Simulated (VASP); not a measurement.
# AlAs: single point with PBEsol

Crystal: AlAs.

```xyz
2
Lattice="0.0000 2.8304 2.8304 2.8304 0.0000 2.8304 2.8304 2.8304 0.0000" Properties=species:S:1:pos:R:3 pbc="T T T"
Al    0.0000    0.0000    0.0000
As    4.2456    4.2456    4.2456
```

- Program: VASP 6.6.1
- Task: single point
- Functional: PBEsol
- Potentials or basis: VASP PAW PBE potentials, release 64 (Al, As)
- Cutoff: 500 eV
- k mesh: 8 × 8 × 8
- Occupations: gaussian, width 0.05 eV
- Spin: no spin polarisation
- Dipole correction: no
- Further INCAR settings: ALGO = Normal; EDIFF = 1e-06; NBANDS = 11

| Property | Result |
| --- | --- |
| Pressure | 0.8 GPa |
| Band gap on the k mesh | 1.32 eV, indirect (least direct gap 1.98 eV) |

Levels at points of the mesh, in eV from the valence-band top:
| k point | band 1 | band 2 | band 3 | band 4 | band 5 | band 6 | band 7 | band 8 | band 9 |
| --- | --- | --- | --- | --- | --- | --- | --- | --- | --- |
| (0.00, 0.00, 0.00) | -11.89 | 0.00 | 0.00 | 0.00 | 1.98 | 4.26 | 4.26 | 4.26 | 8.71 |
| (0.50, 0.00, 0.00) | -10.46 | -5.60 | -0.83 | -0.83 | 2.08 | 4.63 | 4.63 | 7.58 | 11.06 |
| (0.50, 0.50, 0.00) | -9.91 | -5.44 | -2.19 | -2.19 | 1.32 | 2.22 | 10.28 | 10.28 | 11.67 |

Wall time 9.7 s on 1 thread of AMD EPYC 7R13 Processor (Zen 3), on a shared host, peak memory 0.14 GiB.

Caveat: the PAW data sets were made with another functional, which shifts forces and pressure a little. A k mesh can miss the band edges.
